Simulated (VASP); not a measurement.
A run of VASP 6.6.1 is set up as follows.

The input INCAR:

```
SYSTEM = BN
PREC     = Accurate       ! precision mode
ENCUT    = 520            ! plane-wave cutoff, eV
EDIFF    = 1E-6           ! SCF threshold, eV
ISMEAR   = 0              ! smearing method
SIGMA    = 0.05           ! smearing width, eV
LREAL    = .FALSE.        ! projectors in reciprocal space
LASPH    = .TRUE.         ! aspherical terms in the spheres
NELM     = 100            ! most SCF steps
ALGO     = Normal         ! electronic algorithm
ISIF     = 2              ! what is computed and relaxed
LWAVE    = .FALSE.        ! write WAVECAR
LCHARG   = .TRUE.         ! write CHGCAR
GGA      = PE             ! functional
LELF     = .TRUE.         ! ELF
LVHAR    = .TRUE.       
NBANDS   = 16             ! bands
```

The input KPOINTS:

```
regular mesh
0
G
  10 10 6
  0 0 0
```

Contents of POSCAR:

```
BN
1.0
    0.0000000000     -1.8130010000     -1.8130010000
    0.0000000000      1.8130010000     -1.8130010000
    3.6260020000      0.0000000000      0.0000000000
B N
2 2
Direct
    0.5000000000      0.5000000000      0.5330943006
    0.0000000000      0.0000000000     -0.0330943006
    0.0000000000      0.5000000000      0.2500000000
    0.5000000000      0.0000000000      0.7500000000
```

Potentials or basis: VASP PAW PBE potentials, release 64 (B, N).

Run with:

```console
$ cat potpaw_PBE.64/B/POTCAR potpaw_PBE.64/N/POTCAR > POTCAR
$ mpirun -np 1 vasp_std > vasp.out
```

Problem. Estimate the pressure.

Solution. 4.8 GPa.

Problem. Predict the largest force.

Solution. 6.038 eV/Å.

Stress tensor (GPa, compression positive):
```
-3.29  0.00  0.00
 0.00  8.85  0.00
 0.00  0.00  8.85
```

Caveat: the cell differs from its parent crystal (mode 12 (1137.6 1/cm) frozen in, largest displacement -0.120 Å); forces of over 1 eV/Å act on the atoms, so gaps and moduli don't describe the material at rest.
